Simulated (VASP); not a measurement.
# InAs: single point with PBE

Crystal: InAs.

```
In As
1.0
     0.00000    3.07719    3.07719
     3.07719    0.00000    3.07719
     3.07719    3.07719    0.00000
In As
1 1
Cartesian
  0.0000 0.0000 0.0000
  4.6158 4.6158 4.6158
```

This cell differs from its parent crystal: volume scaled by 1.06.

- Program: VASP 6.6.1
- Task: single point
- Functional: PBE
- Potentials or basis: VASP PAW PBE potentials, release 64 (In_d, As)
- Cutoff: 520 eV
- k mesh: 8 × 8 × 8
- Occupations: fermi-dirac, width 0.05 eV
- Spin: no spin polarisation

```
Pressure               : 0.8 GPa
Band gap on the k mesh : zero (filled and empty bands touch)
```

Levels at points of the mesh, in eV from the Fermi level:
```csv
k point,band 6,band 7,band 8,band 9,band 10,band 11,band 12,band 13
"(0.00, 0.00, 0.00)",-11.59,-0.52,-0.05,-0.05,-0.05,3.83,3.83,3.83
"(0.50, 0.00, 0.00)",-10.27,-5.56,-0.97,-0.97,0.79,4.59,4.59,6.73
"(0.50, 0.50, 0.00)",-9.79,-5.67,-2.20,-2.20,1.58,2.00,8.80,8.85
```

It took 39 s on 1 thread of AMD EPYC 7R13, on a shared host, peak memory 0.16 GiB.

Caveat: spin-orbit coupling is left out, which moves the levels of the heavy elements.
